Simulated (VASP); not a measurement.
A run of VASP 6.6.1:

The input INCAR:

```
SYSTEM = Li4Nb4O11
ALGO = Normal
EDIFF = 1E-7
ENCUT = 520
GGA = PE
ISIF = 2
ISMEAR = 0
LASPH = .TRUE.
LCHARG = .FALSE.
LREAL = Auto
LWAVE = .FALSE.
NBANDS = 80
NELECT = 128.0
NELM = 100
PREC = Accurate
SIGMA = 0.05
```

KPOINTS

```
k-points
0
G
  4 4 4
  0 0 0
```

The input POSCAR:

```
Li4Nb4O11
1.0
    5.2231019317      0.0000000000      0.0000000000
    0.0000000000      3.0155593063     -4.5984613597
    0.0000000000      6.0311186126      4.5984613597
Li Nb O
4 4 11
Direct
    0.0000000000      0.5000000000      0.2500000000
    0.5000000000      0.0000000000      0.7500000000
    0.0000000000      0.5000000000      0.7500000000
    0.5000000000      0.0000000000      0.2500000000
    0.5000000000      0.5000000000      0.5000000000
    0.0000000000      0.0000000000      0.0000000000
    0.0000000000      0.0000000000      0.5000000000
    0.5000000000      0.5000000000      0.0000000000
    0.8803293659      0.0000000000      0.2500000000
    0.3803293659      0.5000000000      0.7500000000
    0.8098353170      0.6901646830      0.9401646830
    0.8098353170      0.3098353170      0.5598353170
    0.3098353170      0.8098353170      0.0598353170
    0.1196706341      0.0000000000      0.7500000000
    0.6196706341      0.5000000000      0.2500000000
    0.6901646830      0.8098353170      0.5598353170
    0.1901646830      0.3098353170      0.0598353170
    0.3657267998      0.8494465283      0.4401646830
    0.6901646830      0.1901646830      0.9401646830
```

Potentials or basis: VASP PAW PBE potentials, release 64 (Li_sv, Nb_sv, O).

Command:

```bash
$ cat potpaw_PBE.64/Li_sv/POTCAR potpaw_PBE.64/Nb_sv/POTCAR potpaw_PBE.64/O/POTCAR > POTCAR
$ mpirun -np 1 vasp_std > vasp.out
```

Hardware: 1 thread of Intel Xeon 8259CL, with other jobs on the host.

Task: How long does it take, and how much memory?

Result: It took 34 min on 1 thread of Intel Xeon 8259CL, with other jobs on the host, peak memory 0.53 GiB. Counts: scf iterations 20, k points 36.
